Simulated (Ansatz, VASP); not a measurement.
# Rh: VASP beside Ansatz

```xyz
1
Lattice="0.0000 1.9016 1.8825 1.9016 0.0000 1.8825 1.9016 1.9016 0.0000" Properties=species:S:1:pos:R:3 pbc="T T T"
Rh    0.0000    0.0000    0.0000
```

Change from the starting cell: zz strain of -1 %, crystal datasets.

Alike in both runs: task electric field gradients; functional PBE; k mesh 16 × 16 × 16; occupations fermi-dirac, width 0.08 eV; no spin polarisation.

```csv
,VASP,Ansatz
version,VASP 6.6.1,Ansatz 0.2.0
potentials or method,"VASP PAW PBE potentials, release 64 (Rh_pv), cutoff 400 eV","all-electron PAW with datasets made for the crystal, scalar-relativistic"
```

Ansatz gave:

```
pressure (GPa)                                                : 9.0
traceless stress, the component that is largest in VASP (GPa) : 1.66
size of Vzz on the site where it differs most (V/Å²)          : 1.1
```

Question: What did VASP give for the same quantities?

Answer: Pressure (GPa): 7.7; traceless stress, the component that is largest in VASP (GPa): 1.65; size of Vzz on the site where it differs most (V/Å²): 0.9.

Ansatz ran all-electron here, and VASP with PAW potentials.
